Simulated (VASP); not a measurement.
Crystal: NbAlS4.

```
CELL_PARAMETERS angstrom
0.00000 3.88767 3.88767
3.88767 0.00000 3.88767
3.88767 3.88767 0.00000
ATOMIC_POSITIONS crystal
Al 0.75000 0.75000 0.75000
Nb 0.00000 0.00000 0.00000
S 0.37410 0.87770 0.37410
S 0.37410 0.37410 0.87770
S 0.37410 0.37410 0.37410
S 0.87770 0.37410 0.37410
```

| Quantity | Value |
| --- | --- |
| Program | VASP 6.6.1 |
| Task | relaxation of cell and atoms |
| Functional | PBE |
| Potentials or basis | VASP PAW PBE potentials, release 64 (Al, Nb_sv, S) |
| Cutoff | 600 eV |
| k mesh | 4 × 4 × 4 |
| Occupations | gaussian, width 0.1 eV |
| Spin | collinear spin, ferromagnetic start |
| Starting moments | [0.03, 1.05, 0.01, 0.01, 0.01, 0.01] μB |

At the start: pressure -6.7 GPa; volume 19.59 Å³/atom.

Problem. Where does the relaxation end?

Solution. Over 5 steps the energy falls by 64.0 meV/atom and the volume is 16.96 Å³/atom (-13.4 %); space group F-43m (No. 216, to 0.05 Å); moment 1.28 μB per cell.

Step by step:
| step | energy change (eV) | largest force (eV/Å) | pressure (GPa) | volume (Å³) |
| --- | --- | --- | --- | --- |
| 1 | 0.0000 | 0.1124 | -6.66 | 117.52 |
| 2 | -0.3707 | 0.0541 | -1.64 | 104.20 |
| 3 | -0.3832 | 0.0736 | 0.15 | 101.54 |
| 4 | -0.3833 | 0.0716 | -0.05 | 101.84 |
| 5 | -0.3840 | 0.0197 | -0.03 | 101.79 |

Final structure:
```
Al Nb S
1.0
     0.00000    3.70585    3.70585
     3.70585    0.00000    3.70585
     3.70585    3.70585    0.00000
Al Nb S
1 1 4
Direct
  0.75000 0.75000 0.75000
  0.00000 0.00000 0.00000
  0.37430 0.87710 0.37430
  0.37430 0.37430 0.87710
  0.37430 0.37430 0.37430
  0.87710 0.37430 0.37430
```
